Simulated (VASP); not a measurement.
Here is a VASP 6.6.1 calculation.

The input INCAR:

```
PREC = Accurate
ENCUT = 520
EDIFF = 1E-6
ISMEAR = 0
SIGMA = 0.1
LREAL = F
LASPH = T
NELM = 100
ALGO = Normal
ISIF = 2
LWAVE = F
LCHARG = F
GGA = PE
NBANDS = 29
```

KPOINTS

```
regular mesh
0
Gamma
  4 4 4
```

POSCAR

```
Zn3Se
1.0
    4.3635173600      0.0000000000      0.0000000000
    0.0000000000      4.3635173600      0.0000000000
    0.0000000000      0.0000000000      4.3635173600
Zn Se
3 1
Direct
    0.0000000000      0.5000000000      0.5000000000
    0.5000000000      0.0000000000      0.5000000000
    0.5000000000      0.5000000000      0.0000000000
    0.5000000000      0.5000000000      0.5000000000
```

Potentials or basis: VASP PAW PBE potentials, release 64 (Zn, Se).

Command:

```console
$ cat potpaw_PBE.64/Zn/POTCAR potpaw_PBE.64/Se/POTCAR > POTCAR
$ mpirun -np 1 vasp_std > vasp.out
```

**Question.** Estimate the band gap on the k mesh.

**Answer.** Zero (bands 21 and 22 overlap by 1.98 eV).

**Question.** Estimate the pressure.

**Answer.** 27.3 GPa.

Caveat: the cell stands under pressure.
